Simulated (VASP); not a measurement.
BRu12 (a cell with a defect), 13 atoms in the cell. The cell holds a defect, 13 atoms: a = 5.400 Å, b = 8.100 Å, c = 4.277 Å, α = 90.00°, β = 90.00°, γ = 120.00°. 

```yaml
Program: VASP 6.6.1
Task: single point
Functional: PBE
Dispersion: D3(BJ)
Potentials_or_basis: VASP PAW PBE potentials, release 64 (Ru_pv, B)
Cutoff: 520 eV
k_mesh: 2 × 2 × 3
Occupations: fermi-dirac, width 0.1 eV
Spin: no spin polarisation
Dipole_correction: no
Further_INCAR_settings: ALGO = Normal; EDIFF = 1e-07; NBANDS = 98
```

Potentials or basis: VASP PAW PBE potentials, release 64 (Ru_pv, B).

Run with:

```console
$ cat potpaw_PBE.64/Ru_pv/POTCAR potpaw_PBE.64/B/POTCAR > POTCAR
$ mpirun -np 1 vasp_std > vasp.out
```

Hardware: 1 thread of Intel Xeon 8259CL (shared host).

**Question.** Estimate the wall time of this run.

**Answer.** Wall time 3.7 min on 1 thread of Intel Xeon 8259CL, on a shared host, peak memory 0.31 GiB. Counts: scf iterations 19, k points 8.
